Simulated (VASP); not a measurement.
# SnO (P4/nmm) in VASP: further runs

The runs below take SnO through electric field gradients, with PBE.

Everything below comes from runs of VASP 6.6.1. Logs are shortened: lines on timing, memory, paths and dates and some standing lists are left out, and cuts for length are marked.

## Step 1: The cell of the first run

It takes space group P4/nmm (No. 129, tetragonal). The conventional cell has a = 3.751 Å, b = 3.751 Å, c = 4.771 Å, α = 90.00°, β = 90.00°, γ = 90.00°. Within 2.9 Å of Sn (site symmetry 4mm) lie 4 O at 2.19 Å. Within 2.9 Å of O (site symmetry -4m2) lie 4 Sn at 2.19 Å and 4 O at 2.65 Å.

## Step 2: Electric field gradients, PBE (16.78 Å³/atom)

Contents of INCAR:

```
SYSTEM = SnO
PREC = Accurate
ENCUT = 520
EDIFF = 1E-8
ISMEAR = -1
SIGMA = 0.01
LREAL = .FALSE.
LASPH = .TRUE.
NELM = 60
ALGO = Normal
ISIF = 2
LWAVE = .FALSE.
LCHARG = .FALSE.
GGA = PE
LEFG = .TRUE.
NBANDS = 28
```

Contents of KPOINTS:

```
Automatic mesh
0
G
  8 8 6
  0 0 0
```

Contents of POSCAR:

```
SnO
1.0
    3.7506153226      0.0000000000      0.0000000000
    0.0000000000      3.7506153226      0.0000000000
    0.0000000000      0.0000000000      4.7706406366
Sn O
2 2
Direct
    0.0000000000      0.5000000000      0.2385000000
    0.5000000000      0.0000000000      0.7615000000
    0.0000000000      0.0000000000      0.0000000000
    0.5000000000      0.5000000000      0.0000000000
```

Potentials or basis: VASP PAW PBE potentials, release 64 (Sn_d, O).

Run with:

```
cat potpaw_PBE.64/Sn_d/POTCAR potpaw_PBE.64/O/POTCAR > POTCAR
mpirun -np 1 vasp_std > vasp.out
```

OUTCAR:

```text
SYSTEM = SnO
   PREC = Accurate
   ENCUT = 520
   EDIFF = 1E-8
   ISMEAR = -1
   LREAL = .FALSE.
   LASPH = .TRUE.
   NELM = 60
   ISIF = 2
   GGA = PE

 ion  position               nearest neighbor table
   1  0.000  0.500  0.239-   3 2.19   4 2.19   3 2.19   4 2.19   2 3.49   2 3.49   2 3.49   2 3.49
                             2 3.64   2 3.64   2 3.64   2 3.64
   2  0.500  0.000  0.761-   3 2.19   4 2.19   4 2.19   3 2.19   1 3.49   1 3.49   1 3.49   1 3.49
                             1 3.64   1 3.64   1 3.64   1 3.64
   3  0.000  0.000  0.000-   1 2.19   2 2.19   1 2.19   2 2.19
   4  0.500  0.500  0.000-   1 2.19   2 2.19   2 2.19   1 2.19

  LATTYP: Found a simple tetragonal cell.
 ALAT       =     3.7506153226
 C/A-ratio  =     1.2719621252

  Lattice vectors:

 A1 = (   3.7506153226,   0.0000000000,   0.0000000000)
 A2 = (   0.0000000000,   3.7506153226,   0.0000000000)
 A3 = (   0.0000000000,   0.0000000000,   4.7706406366)

Analysis of symmetry for initial positions (statically):
=====================================================================
 Subroutine PRICEL returns:
 Original cell was already a primitive cell.

 Routine SETGRP: Setting up the symmetry group for a
 simple tetragonal supercell.

 Subroutine GETGRP returns: Found 16 space group operations
 (whereof  8 operations were pure point group operations)
 out of a pool of 16 trial point group operations.

The static configuration has the point symmetry D_2d.
 The point group associated with its full space group is D_4h.

Analysis of symmetry for dynamics (positions and initial velocities):
=====================================================================
 Subroutine PRICEL returns:
 Original cell was already a primitive cell.

 Routine SETGRP: Setting up the symmetry group for a
 simple tetragonal supercell.

 Subroutine GETGRP returns: Found 16 space group operations
 (whereof  8 operations were pure point group operations)
 out of a pool of 16 trial point group operations.

The dynamic configuration has the point symmetry D_2d.
 The point group associated with its full space group is D_4h.

 Subroutine INISYM returns: Found 16 space group operations
 (whereof  8 operations are pure point group operations),
 and found     1 'primitive' translations

----------------------------------------------------------------------------------------

                                     Primitive cell

  volume of cell :      67.1092

  direct lattice vectors                    reciprocal lattice vectors
     3.750615323  0.000000000  0.000000000     0.266622918  0.000000000  0.000000000
     0.000000000  3.750615323  0.000000000     0.000000000  0.266622918  0.000000000
     0.000000000  0.000000000  4.770640637     0.000000000  0.000000000  0.209615453

  length of vectors
     3.750615323  3.750615323  4.770640637     0.266622918  0.266622918  0.209615453

  position of ions in fractional coordinates (direct lattice)
     0.000000000  0.500000000  0.238500000
     0.500000000  0.000000000  0.761500000
     0.000000000  0.000000000  0.000000000
     0.500000000  0.500000000  0.000000000

  ion indices of the primitive-cell ions
   primitive index   ion index
                 1           1
                 2           2
                 3           3
                 4           4

----------------------------------------------------------------------------------------

 KPOINTS: Automatic mesh

Automatic generation of k-mesh.
 Grid dimensions read from file:
 generate k-points for:    8    8    6

 Generating k-lattice:

  Cartesian coordinates                     Fractional coordinates (reciprocal lattice)
     0.033327865  0.000000000  0.000000000     0.125000000  0.000000000  0.000000000
     0.000000000  0.033327865  0.000000000     0.000000000  0.125000000  0.000000000
     0.000000000  0.000000000  0.034935909     0.000000000  0.000000000  0.166666667

  Length of vectors
     0.033327865  0.033327865  0.034935909

  Shift w.r.t. Gamma in fractional coordinates (k-lattice)
     0.000000000  0.000000000  0.000000000

 Subroutine IBZKPT returns following result:
 ===========================================

 Found     60 irreducible k-points:

 Following reciprocal coordinates:
            Coordinates               Weight
  0.000000  0.000000  0.000000      1.000000
  0.125000  0.000000  0.000000      4.000000
  0.250000  0.000000  0.000000      4.000000
  0.375000  0.000000  0.000000      4.000000
  0.500000  0.000000  0.000000      2.000000
  0.125000  0.125000  0.000000      4.000000
[... 16 lines left out ...]
  0.375000  0.125000  0.166667     16.000000
  0.500000  0.125000  0.166667      8.000000
 [... further k-points ...]
   k-points           NKPTS =     60   k-points in BZ     NKDIM =     60   number of bands    NBANDS=     28
   number of dos      NEDOS =    301   number of ions     NIONS =      4
   total plane-waves  NPLWV =  28224
   dimension x,y,z NGX =    28 NGY =   28 NGZ =   36
   dimension x,y,z NGXF=    56 NGYF=   56 NGZF=   72
   ions per type =               2   2
   NGX,Y,Z   is equivalent  to a cutoff of  12.41, 12.41, 12.55 a.u.
   NGXF,Y,Z  is equivalent  to a cutoff of  24.82, 24.82, 25.09 a.u.
 SYSTEM =  SnO
   PREC   = accura    normal or accurate (medium, high low for compatibility)
   ISTART =      0    job   : 0-new  1-cont  2-samecut
   ICHARG =      2    charge: 1-file 2-atom 10-const
   ISPIN  =      1    spin polarized calculation?
   LNONCOLLINEAR =      F non collinear calculations
   LSORBIT =      F    spin-orbit coupling
   LASPH  =      T    aspherical Exc in radial PAW
   ENCUT  =  520.0 eV  38.22 Ry    6.18 a.u.   6.97  6.97  8.87*2*pi/ulx,y,z
   NELM   =     60;   NELMIN=  2; NELMDL= -5     # of ELM steps
   EDIFF  = 0.1E-07   stopping-criterion for ELM
   LREAL  =      F    real-space projection
   EDIFFG = 0.1E-06   stopping-criterion for IOM
   NSW    =      0    number of steps for IOM
   IBRION =     -1    ionic relax: 0-MD 1-quasi-New 2-CG
   NFREE  =      0    steps in history (QN), initial steepest desc. (CG)
   ISIF   =      2    stress and relaxation
   ISYM   =      2    0-nonsym 1-usesym 2-fastsym
   POTIM  = 0.5000    time-step for ionic-motion
   TEBEG  =    0.0;   TEEND  =   0.0 temperature during run
   PSTRESS=    0.0 pullay stress
   NELECT =      40.0000    total number of electrons
   NUPDOWN=      -1.0000    fix difference up-down
   EMIN   =  10.00;   EMAX   =-10.00  energy-range for DOS
   EFERMI =   0.00;   METHOD = LEGACY
   ISMEAR =    -1;   SIGMA  =   0.01  broadening in eV -4-tet -1-fermi 0-gaus
   EFERMI_NEDOS =   21; number of points for ismear=-14 and -15
   IALGO  =     38    algorithm
   IMIX   =      4    mixing-type and parameters
     AMIX     =   0.40;   BMIX     =  1.00
     AMIX_MAG =   1.60;   BMIX_MAG =  1.00
  volume/ion in A,a.u.               =      16.78       113.22
  Fermi-wavevector in a.u.,A,eV,Ry     =   1.377741  2.603553 25.826174  1.898170
  Thomas-Fermi vector in A             =   2.502866
   LORBIT       =      0    0 simple, 1 ext, 2 COOP (PROOUT), +10 PAW based schemes
   GGA     = PE    functional components
[... 5 lines left out ...]
 non-spin polarized calculation
  energy-cutoff  :      520.00
  volume of cell :       67.11
 maximum number of plane-waves:      1828
 NGX is ok and might be reduce to    28
   NGX = 13   NGY = 13   NGZ = 17

 number of electron      40.0000016 magnetization

 Free energy of the ion-electron system (eV)
  ---------------------------------------------------
  ext. energy  EPLUGINS =         0.00000000
  ---------------------------------------------------
  free energy    TOTEN  =       -22.55102361 eV

  energy without entropy =      -22.55085363  energy(sigma->0) =      -22.55093862

 E-fermi :   7.8697     XC(G=0): -10.4782

 val. band max:        7.8619482586   @ k =   0.1250   0.0000   0.0000
 cond. band min:       7.8786620867   @ k =   0.0000   0.0000   0.0000
 fundamental gap:      0.0167138280
 Fermi energy:         7.8696986422

 k-point     1 :       0.0000    0.0000    0.0000
  band No.  band energies     occupation
      1     -14.4492      2.00000
      2     -13.9177      2.00000
      3     -13.9177      2.00000
      4     -13.9129      2.00000
      5     -13.8568      2.00000
      6     -13.8549      2.00000
[... 20 lines left out ...]
     27      14.5685      0.00000
     28      14.9037      0.00000

 k-point     2 :       0.1250    0.0000    0.0000
  band No.  band energies     occupation
      1     -14.4408      2.00000
      2     -13.9227      2.00000
      3     -13.9140      2.00000
      4     -13.9131      2.00000
      5     -13.8804      2.00000
      6     -13.8586      2.00000
[... 20 lines left out ...]
     27      14.7668      0.00000
     28      16.2063      0.00000

 k-point     3 :       0.2500    0.0000    0.0000
  band No.  band energies     occupation
      1     -14.4172      2.00000
      2     -14.0714      2.00000
      3     -13.9030      2.00000
      4     -13.9008      2.00000
      5     -13.8771      2.00000
      6     -13.8629      2.00000
[... 20 lines left out ...]
     27      15.0745      0.00000
     28      18.3265      0.00000

 k-point     4 :       0.3750    0.0000    0.0000
  band No.  band energies     occupation
      1     -14.3779      2.00000
      2     -14.2132      2.00000
      3     -13.8871      2.00000
      4     -13.8855      2.00000
      5     -13.8677      2.00000
      6     -13.8675      2.00000
[... 578 lines left out ...]
     27      16.1618      0.00000
     28      17.4315      0.00000

 k-point    23 :       0.3750    0.1250    0.1667
  band No.  band energies     occupation
      1     -14.3819      2.00000
      2     -14.2402      2.00000
      3     -13.8996      2.00000
      4     -13.8819      2.00000
      5     -13.8729      2.00000
      6     -13.8576      2.00000
[... 20 lines left out ...]
     27      16.3033      0.00000
     28      16.8077      0.00000

 k-point    24 :       0.5000    0.1250    0.1667
  band No.  band energies     occupation
      1     -14.3284      2.00000
      2     -14.3284      2.00000
      3     -13.8890      2.00000
      4     -13.8890      2.00000
      5     -13.8632      2.00000
      6     -13.8632      2.00000
[... 20 lines left out ...]
     27      16.4945      0.00000
     28      16.4945      0.00000

 [... further k-points ...]

------------------------ aborting loop because EDIFF is reached ----------------------------------------

  FORCE on cell =-STRESS in cart. coord.  units (eV):
  Direction    XX          YY          ZZ          XY          YZ          ZX
  --------------------------------------------------------------------------------------
  -------------------------------------------------------------------------------------
  Total        4.0976135      4.0976135      3.1636288      0.0000000     -0.0000000      0.0000000
  in kB       97.8272445     97.8272445     75.5291074      0.0000000     -0.0000000      0.0000000
  external PRESSURE =      90.3945321 kB  Pullay stress =       0.0000000 kB

 VOLUME and BASIS-vectors are now :
 -----------------------------------------------------------------------------
  energy-cutoff  :      520.00
  volume of cell :       67.11
      direct lattice vectors                 reciprocal lattice vectors
     3.750615323  0.000000000  0.000000000     0.266622918  0.000000000  0.000000000
     0.000000000  3.750615323  0.000000000     0.000000000  0.266622918  0.000000000
     0.000000000  0.000000000  4.770640637     0.000000000  0.000000000  0.209615453

 POSITION                                       TOTAL-FORCE (eV/Angst)
 -----------------------------------------------------------------------------------
      0.00000      1.87531      1.13780        -0.000000     -0.000000      1.073108
      1.87531      0.00000      3.63284        -0.000000     -0.000000     -1.073108
      0.00000      0.00000      0.00000        -0.000000      0.000000      0.000000
      1.87531      1.87531      0.00000         0.000000     -0.000000      0.000000
 -----------------------------------------------------------------------------------
    total drift:                                0.000000      0.000000      0.000000

  FREE ENERGIE OF THE ION-ELECTRON SYSTEM (eV)
  ---------------------------------------------------
  free  energy   TOTEN  =       -22.5510236062 eV

  energy  without entropy=      -22.5508536317  energy(sigma->0) =      -22.55093862

 Electric field gradients (V/A^2)
---------------------------------------------------------------------
 ion       V_xx      V_yy      V_zz      V_xy      V_xz      V_yz
---------------------------------------------------------------------
   1      85.789    85.789  -171.577     0.000     0.000     0.000
   2      85.789    85.789  -171.577     0.000     0.000     0.000
   3      -1.357    -1.357     2.714     0.000     0.000    -0.000
   4      -1.357    -1.357     2.714     0.000    -0.000    -0.000
---------------------------------------------------------------------

 Electric field gradients after diagonalization (V/A^2)
 (convention: |V_zz| > |V_xx| > |V_yy|)
----------------------------------------------------------------------
 ion       V_xx      V_yy      V_zz     asymmetry (V_yy - V_xx)/ V_zz
----------------------------------------------------------------------
   1      85.789    85.789  -171.577       0.000
   2      85.789    85.789  -171.577       0.000
   3      -1.357    -1.357     2.714       0.000
   4      -1.357    -1.357     2.714       0.000
----------------------------------------------------------------------

           NMR quadrupolar parameters

 Cq : quadrupolar parameter    Cq=e*Q*V_zz/h
 eta: asymmetry parameters     (V_yy - V_xx)/ V_zz
 Q  : nuclear electric quadrupole moment in mb (millibarn)
----------------------------------------------------------------------
 ion       Cq(MHz)       eta       Q (mb)
----------------------------------------------------------------------
   1      -0.415       0.000       1.000
   2      -0.415       0.000       1.000
   3       0.007       0.000       1.000
   4       0.007       0.000       1.000
----------------------------------------------------------------------
```

Run time: 3.6 min. Hardware: 1 thread of Intel Xeon 8259CL, shared host; peak memory 0.23 GiB.

Results:

| Item | Value |
| --- | --- |
| Free energy | -22.5510 eV |
| Pressure | 9.0 GPa |
| Largest force | 1.073 eV/Å |
| Band gap on the k mesh | zero (bands 20 and 21 overlap by 0.13 eV) |
| Largest electric field gradient by atom | Sn -171.6; O +2.7 V/Å² |

Forces on the atoms (eV/Å):
```
Sn   0.000  0.000  1.073
Sn   0.000  0.000 -1.073
O    0.000  0.000  0.000
O    0.000  0.000  0.000
```

Stress tensor (GPa, compression positive):
```
9.78 0.00 0.00
0.00 9.78 0.00
0.00 0.00 7.55
```

Levels at points of the mesh, in eV from the Fermi level:
| k point | band 16 | band 17 | band 18 | band 19 | band 20 | band 21 | band 22 | band 23 | band 24 | band 25 |
| --- | --- | --- | --- | --- | --- | --- | --- | --- | --- | --- |
| (0.00, 0.00, 0.00) | -6.76 | -3.84 | -3.52 | -3.52 | 0.01 | 2.17 | 4.33 | 4.65 | 4.65 | 5.76 |
| (0.50, 0.00, 0.00) | -5.44 | -5.27 | -5.27 | -2.98 | -2.98 | 3.22 | 3.22 | 5.98 | 5.98 | 6.08 |
| (0.50, 0.50, 0.00) | -5.59 | -2.84 | -2.84 | -2.01 | -2.01 | -0.12 | -0.12 | 4.37 | 4.37 | 7.39 |
| (0.00, 0.00, 0.50) | -3.91 | -3.54 | -3.54 | -3.03 | -2.52 | 1.63 | 2.84 | 2.84 | 3.68 | 7.89 |
| (0.50, 0.00, 0.50) | -5.92 | -5.23 | -5.23 | -1.95 | -1.95 | 2.57 | 2.57 | 5.44 | 5.44 | 6.80 |
| (0.50, 0.50, 0.50) | -6.07 | -2.86 | -2.86 | -2.84 | -2.84 | 2.19 | 2.19 | 4.10 | 4.10 | 5.65 |

Electric field gradients, principal values (V/Å²):
```csv
atom,least,middle,greatest (by size)
1 Sn,85.789,85.789,-171.577
2 Sn,85.789,85.789,-171.577
3 O,-1.357,-1.357,2.714
4 O,-1.357,-1.357,2.714
```

Caveat: the cell stands under pressure; semilocal functionals underestimate gaps, and a narrow one can read as zero; without QUAD_EFG the Cq values of the log hold for a quadrupole moment of 1 mb, not for the nuclei; spin-orbit coupling is left out, which moves the levels of the heavy elements; forces of over 1 eV/Å act on the atoms, so gaps and moduli don't describe the material at rest.

(Continued in part 2 of 3.)
